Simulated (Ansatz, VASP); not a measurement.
One calculation of Zn2O, two programs

INCAR

```
SYSTEM = Zn2O
PREC = Accurate
ENCUT = 600
EDIFF = 1E-6
ISMEAR = 0
SIGMA = 0.2
LREAL = .FALSE.
LASPH = .TRUE.
NELM = 100
ALGO = Normal
ISIF = 3
LWAVE = .FALSE.
LCHARG = .FALSE.
GGA = PE
IBRION = 2
NSW = 36
EDIFFG = -0.08
```

The input KPOINTS:

```
regular mesh
0
G
  6 6 2
  0 0 0
```

File POSCAR:

```
Zn2O
1.0
    3.1000000000      0.0000000000      0.0000000000
   -1.5500000000      2.6846787500      0.0000000000
    0.0000000000      0.0000000000      9.4000000000
Zn O
4 2
Direct
    0.3333333300      0.6666666700      0.2750000000
    0.6666666700      0.3333333300      0.5500000000
    0.0000000000      0.0000000000      0.0000000000
    0.3333333300      0.6666666700      0.7750000000
    0.0000000000      0.0000000000      0.2070000000
    0.3333333300      0.6666666700      0.4820000000
```

Input for Ansatz:

```yaml
crystal:
  lattice:
    - [3.1, 0.0, 0.0]
    - [-1.55, 2.68467875, 0.0]
    - [0.0, 0.0, 9.4]
  atoms:
    - { symbol: Zn, position: [0.33333333, 0.66666667, 0.275] }
    - { symbol: Zn, position: [0.66666667, 0.33333333, 0.55] }
    - { symbol: Zn, position: [0.0, 0.0, 0.0] }
    - { symbol: Zn, position: [0.33333333, 0.66666667, 0.775] }
    - { symbol: O, position: [0.0, 0.0, 0.207] }
    - { symbol: O, position: [0.33333333, 0.66666667, 0.482] }
basis:
  ecutwfc: 420
kpoints:
  mp_grid: { grid: [6, 6, 2] }
hamiltonian:
  xc: pbe
scf:
  occupations: { method: gaussian, width: 0.2 }
  lower_state_search: "off"
output:
  forces: true
  stress: true
  eigenvalues: true
relax:
  adjacent_minimum: "off"
  f_tol: 0.08
  max_steps: 16
  cell: { stress_tol: 0.8 }
```

Alike in both runs: task relaxation of cell and atoms; functional PBE; k mesh 6 × 6 × 2; occupations gaussian, width 0.2 eV; no spin polarisation.

|  | VASP | Ansatz |
| --- | --- | --- |
| version | VASP 6.6.1 | Ansatz 0.2.0 |
| potentials or method | VASP PAW PBE potentials, release 64 (Zn, O), cutoff 600 eV | scalar-relativistic, plane waves, PAW |
| valence electrons in the cell | 60 | 60 |

```tsv
	VASP	Ansatz	Ansatz less VASP
gap on the k mesh at the Fermi level, each at its own relaxed structure (eV)	none	none	-
relaxed volume (Å³/atom)	13.99	13.88	-0.112
relaxed cell length with the largest relative difference (Å)	3.205	3.194	-0.0113
```

A gap of «none» marks a metal or a gap that the smearing closes.

The k mesh is coarse, so the values compare programs but aren't converged.
